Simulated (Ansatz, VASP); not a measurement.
# One calculation of Sn, two programs

The input INCAR:

```
SYSTEM = Sn
PREC = Accurate
ENCUT = 520
EDIFF = 1E-6
ISMEAR = -1
SIGMA = 0.03
LREAL = .FALSE.
LASPH = .TRUE.
NELM = 80
ALGO = Normal
ISIF = 2
LWAVE = .FALSE.
LCHARG = .FALSE.
GGA = PE
NBANDS = 13
```

The input KPOINTS:

```
regular mesh
0
G
  15 15 15
  0 0 0
```

The input POSCAR:

```
Sn
1.0
   -1.8841413734      1.8841413734      1.8841413734
    1.8841413734     -1.8841413734      1.8841413734
    1.8841413734      1.8841413734     -1.8841413734
Sn
1
Direct
    0.0000000000      0.0000000000      0.0000000000
```

Input for Ansatz:

```yaml
crystal:
  lattice:
    - [-1.8841413734, 1.8841413734, 1.8841413734]
    - [1.8841413734, -1.8841413734, 1.8841413734]
    - [1.8841413734, 1.8841413734, -1.8841413734]
  atoms:
    - { symbol: Sn, position: [0.0, 0.0, 0.0] }
kpoints:
  mp_grid: { grid: [15, 15, 15] }
scf:
  occupations: { method: fermi_dirac, width: 0.03 }
hamiltonian:
  xc: pbe
  pseudopotentials: { kind: all_electron, lapw: { basis_error: 0.001 } }
output:
  forces: true
  stress: true
  eigenvalues: true
```

Change from the starting cell: volume scaled by 0.97.

Alike in both runs: task single point; functional PBE; k mesh 15 × 15 × 15; occupations fermi-dirac, width 0.03 eV; no spin polarisation.

|  | VASP | Ansatz |
| --- | --- | --- |
| version | VASP 6.6.1 | Ansatz 0.2.0 |
| potentials or method | VASP PAW PBE potentials, release 64 (Sn_d), cutoff 520 eV | all-electron LAPW, scalar-relativistic |

|  | VASP | Ansatz | Ansatz less VASP |
| --- | --- | --- | --- |
| pressure (GPa) | 1.4 | 1.5 | +0.02 |

Ansatz ran all-electron here, and VASP with PAW potentials.
